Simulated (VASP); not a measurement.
# Hf (P6_3/mmc) in VASP: vibrations by perturbation theory with LDA

Aim: the vibrations by perturbation theory of Hf with LDA.

Everything below comes from runs of VASP 6.6.1. Logs are shortened: lines on timing, memory, paths and dates and some standing lists are left out, and cuts for length are marked.

## 1. The cell of the first run

It takes space group P6_3/mmc (No. 194, hexagonal). The conventional cell has a = 3.116 Å, b = 3.116 Å, c = 4.960 Å, α = 90.00°, β = 90.00°, γ = 120.00°. Within 4.0 Å of Hf (site symmetry -6m2) lie 12 Hf at 3.06 to 3.12 Å.

## 2. Vibrations by perturbation theory, LDA

Input file INCAR:

```
SYSTEM = Hf
PREC     = Accurate       ! precision mode
ENCUT    = 520            ! plane-wave cutoff, eV
EDIFF    = 1E-8           ! SCF threshold, eV
ISMEAR   = -1             ! smearing method
SIGMA    = 0.15           ! smearing width, eV
LREAL    = .FALSE.        ! projectors in reciprocal space
LASPH    = .TRUE.         ! aspherical terms in the spheres
NELM     = 60             ! most SCF steps
ALGO     = Normal         ! electronic algorithm
ISIF     = 2              ! what is computed and relaxed
LWAVE    = .FALSE.        ! write WAVECAR
LCHARG   = .FALSE.        ! write CHGCAR
NBANDS   = 17             ! bands
IBRION   = 8              ! ionic algorithm
NSW      = 1              ! ionic steps
```

Input file KPOINTS:

```
Automatic mesh
0
G
  12 12 8
  0 0 0
```

Input file POSCAR:

```
Hf
1.0
    3.1156112727      0.0000000028      0.0000000000
   -1.5578056388      2.6981985091      0.0000000000
    0.0000000000      0.0000000000      4.9602472764
Hf
2
Direct
    0.3333333333      0.6666666667      0.2500000000
    0.6666666667      0.3333333333      0.7500000000
```

Potentials or basis: VASP PAW LDA potentials, release 64 (Hf_pv).

Started as:

```console
$ cat potpaw_LDA.64/Hf_pv/POTCAR > POTCAR
$ mpirun -np 1 vasp_std > vasp.out
```

OUTCAR:

```text
SYSTEM = Hf
   PREC = Accurate
   ENCUT = 520
   EDIFF = 1E-8
   ISMEAR = -1
   LREAL = .FALSE.
   LASPH = .TRUE.
   NELM = 60
   ISIF = 2
   IBRION = 8
   NSW = 1

 ion  position               nearest neighbor table
   1  0.333  0.667  0.250-   2 3.06   2 3.06   2 3.06   2 3.06   2 3.06   2 3.06
   2  0.667  0.333  0.750-   1 3.06   1 3.06   1 3.06   1 3.06   1 3.06   1 3.06

  LATTYP: Found a hexagonal cell.
 ALAT       =     3.1156112727
 C/A-ratio  =     1.5920623089

  Lattice vectors:

 A1 = (   3.1156112727,   0.0000000028,   0.0000000000)
 A2 = (  -1.5578056388,   2.6981985091,   0.0000000000)
 A3 = (   0.0000000000,   0.0000000000,   4.9602472764)

Analysis of symmetry for initial positions (statically):
=====================================================================
 Subroutine PRICEL returns:
 Original cell was already a primitive cell.

 Routine SETGRP: Setting up the symmetry group for a
 hexagonal supercell.

 Subroutine GETGRP returns: Found 24 space group operations
 (whereof 12 operations were pure point group operations)
 out of a pool of 24 trial point group operations.

The static configuration has the point symmetry D_3d.
 The point group associated with its full space group is D_6h.

Analysis of symmetry for dynamics (positions and initial velocities):
=====================================================================
 Subroutine PRICEL returns:
 Original cell was already a primitive cell.

 Routine SETGRP: Setting up the symmetry group for a
 hexagonal supercell.

 Subroutine GETGRP returns: Found 24 space group operations
 (whereof 12 operations were pure point group operations)
 out of a pool of 24 trial point group operations.

The dynamic configuration has the point symmetry D_3d.
 The point group associated with its full space group is D_6h.

 Subroutine INISYM returns: Found 24 space group operations
 (whereof 12 operations are pure point group operations),
 and found     1 'primitive' translations
[... 646 lines left out ...]
  energy-cutoff  :      520.00
  volume of cell :       41.70
      direct lattice vectors                 reciprocal lattice vectors
     3.115611273  0.000000003  0.000000000     0.320964303  0.185308827  0.000000000
    -1.557805639  2.698198509  0.000000000    -0.000000000  0.370617653  0.000000000
     0.000000000  0.000000000  4.960247276     0.000000000  0.000000000  0.201602852

 POSITION                                       TOTAL-FORCE (eV/Angst)
 -----------------------------------------------------------------------------------
     -0.00000      1.79880      1.24006         0.000000      0.000000      0.000000
      1.55781      0.89940      3.72019        -0.000000     -0.000000      0.000000
 -----------------------------------------------------------------------------------
    total drift:                               -0.000000      0.000000     -0.000000

  FREE ENERGIE OF THE ION-ELECTRON SYSTEM (eV)
  ---------------------------------------------------
  free  energy   TOTEN  =       -21.4531318004 eV

  energy  without entropy=      -21.3176369465  energy(sigma->0) =      -21.38538437

[... ionic steps 2 to 3 ...]

--------------------------------------- Ionic step        4  -------------------------------------------

------------------------ aborting loop because EDIFF is reached ----------------------------------------

[... ionic steps 5 to 5 ...]

--------------------------------------- Ionic step        6  -------------------------------------------

 Free energy of the ion-electron system (eV)
  ---------------------------------------------------
  ---------------------------------------------------
  free energy    TOTEN  =        -0.24885878 eV

  energy without entropy =       -0.24885878

------------------------ aborting loop because EDIFF is reached ----------------------------------------

 INTERNAL STRAIN TENSOR  FOR ION    1  DIRECTION 3   (eV/Angst):
 -----------------------------------------------------------------------------
     0.05332 -0.00000 -0.00000
    -0.00000  0.05332  0.00000
    -0.00000  0.00000 -0.10023

 INTERNAL STRAIN TENSOR FOR ION    2 for displacements in x,y,z  (eV/Angst):
          X           Y           Z          XY          YZ          ZX
  --------------------------------------------------------------------------------
  x    -0.00000     0.00000    -0.00000     2.82857     0.00000     0.00000
  y     2.82857    -2.82857     0.00000     0.00000     0.00000     0.00000
  z     0.00000     0.00000    -0.00000    -0.00000    -0.00000     0.00000

 SECOND DERIVATIVES (NOT SYMMETRIZED)
 ------------------------------------
               1X          1Y          1Z          2X          2Y          2Z
  1X    -1.377078    0.000000    0.000000    1.377078   -0.000000    0.000000
  1Y     0.000000   -1.377078    0.000000   -0.000000    1.377078    0.000000
  1Z     0.000000    0.000000   -4.522212    0.000000   -0.000000    4.522212
  2X     1.377078   -0.000000    0.000000   -1.377078    0.000000    0.000000
  2Y    -0.000000    1.377078    0.000000    0.000000   -1.377078    0.000000
  2Z     0.000000   -0.000000    4.522212    0.000000    0.000000   -4.522212

 Eigenvectors and eigenvalues of the dynamical matrix
 ----------------------------------------------------

   1 f  =    3.519121 THz    22.111292 2PiTHz  117.385253 cm-1    14.553910 meV
             X         Y         Z           dx          dy          dz
     -0.000000  1.798799  1.240062     0.000000   -0.000000    0.707107
      1.557806  0.899400  3.720185     0.000000   -0.000000   -0.707107
[... 16 lines left out ...]
   5 f  =    0.000000 THz     0.000000 2PiTHz    0.000000 cm-1     0.000000 meV
             X         Y         Z           dx          dy          dz
     -0.000000  1.798799  1.240062    -0.054306   -0.093606   -0.698777
      1.557806  0.899400  3.720185    -0.054306   -0.093606   -0.698777

   6 f/i=    0.000000 THz     0.000000 2PiTHz    0.000001 cm-1     0.000000 meV
             X         Y         Z           dx          dy          dz
     -0.000000  1.798799  1.240062     0.102102    0.692414   -0.100689
      1.557806  0.899400  3.720185     0.102102    0.692414   -0.100689

--------------------------------------------------------------------------------------------------------

 ELASTIC MODULI CONTR FROM IONIC RELAXATION (kBar)
 Direction    XX          YY          ZZ          XY          YZ          ZX
 --------------------------------------------------------------------------------
 XX        -223.2371    223.2371     -0.0000      0.0000      0.0000     -0.0000
 YY         223.2371   -223.2371      0.0000      0.0000      0.0000     -0.0000
 ZZ          -0.0000      0.0000     -0.0000      0.0000     -0.0000      0.0000
 XY           0.0000      0.0000      0.0000   -223.2371     -0.0000      0.0000
 YZ           0.0000      0.0000     -0.0000     -0.0000     -0.0000      0.0000
 ZX          -0.0000     -0.0000      0.0000      0.0000      0.0000     -0.0000
 --------------------------------------------------------------------------------
```

OSZICAR:

```text
N       E                     dE             d eps       ncg     rms          rms(c)
DAV:   1     0.491234621147E+02    0.49123E+02   -0.11549E+04  3230   0.113E+03
DAV:   2    -0.204058101162E+02   -0.69529E+02   -0.67571E+02  4244   0.248E+02
DAV:   3    -0.221359790896E+02   -0.17302E+01   -0.17177E+01  4111   0.265E+01
DAV:   4    -0.221482456279E+02   -0.12267E-01   -0.12257E-01  4073   0.263E+00
[... 56 lines left out ...]
RMM:  19    -0.248858778564E+00   -0.18917E-09   -0.33903E-07  8592   0.210E-04    0.159E-06
RMM:  20    -0.248858778661E+00   -0.97389E-10   -0.34289E-07  8460   0.210E-04    0.107E-06
RMM:  21    -0.248858778583E+00    0.78029E-10   -0.34039E-07  8419   0.210E-04    0.134E-06
RMM:  22    -0.248858778542E+00    0.40819E-10   -0.34083E-07  8318   0.210E-04    0.120E-06
RMM:  23    -0.248858778298E+00    0.24398E-09   -0.33994E-07  8269   0.210E-04    0.126E-06
 Linear response finished
```

It took 7.3 min on 1 thread of AMD EPYC 9R45 (Zen 5), shared host; peak memory 0.53 GiB.

Results:

```
Highest phonon frequency at Γ : 117 cm⁻¹
```

Phonon frequencies in cm⁻¹ (negative: imaginary):
```tsv
q point	frequencies
(0.000, 0.000, 0.000)	0 0 0 65 65 117
```

Caveat: spin-orbit coupling is left out, which moves the levels of the heavy elements.
